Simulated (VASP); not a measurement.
A run of VASP 6.6.1:

The input INCAR:

```
PREC = Accurate ; ENCUT = 520
EDIFF = 1E-6 ; ISMEAR = 0
SIGMA = 0.15 ; LREAL = F
LASPH = T ; NELM = 80
ALGO = Fast ; ISIF = 2
LWAVE = F ; LCHARG = F
GGA = PS ; NBANDS = 14
```

The input KPOINTS:

```
Automatic mesh
0
Gamma
  16 16 16
```

Contents of POSCAR:

```
AlNi
1.0
    2.0211996418     -2.0211459310      0.0000000000
    2.0211996418      2.0211459310      0.0000000000
    0.0000000000      0.0000000000      2.8688666946
Al Ni
1 1
Direct
   -0.0066471451      0.0000000000      0.0000000000
    0.5030557133      0.5000000000      0.5000000000
```

Potentials or basis: VASP PAW PBE potentials, release 64 (Al, Ni).

The run is started by

```console
$ cat potpaw_PBE.64/Al/POTCAR potpaw_PBE.64/Ni/POTCAR > POTCAR
$ mpirun -np 1 vasp_std > vasp.out
```

Hardware: 1 thread of Intel Xeon 8259CL (shared host).

Problem. How long does it take, and how much memory?

Solution. Run time: 7 min on 1 thread of Intel Xeon 8259CL, on a shared host, peak memory 0.48 GiB. Counts: scf iterations 15, k points 1170.
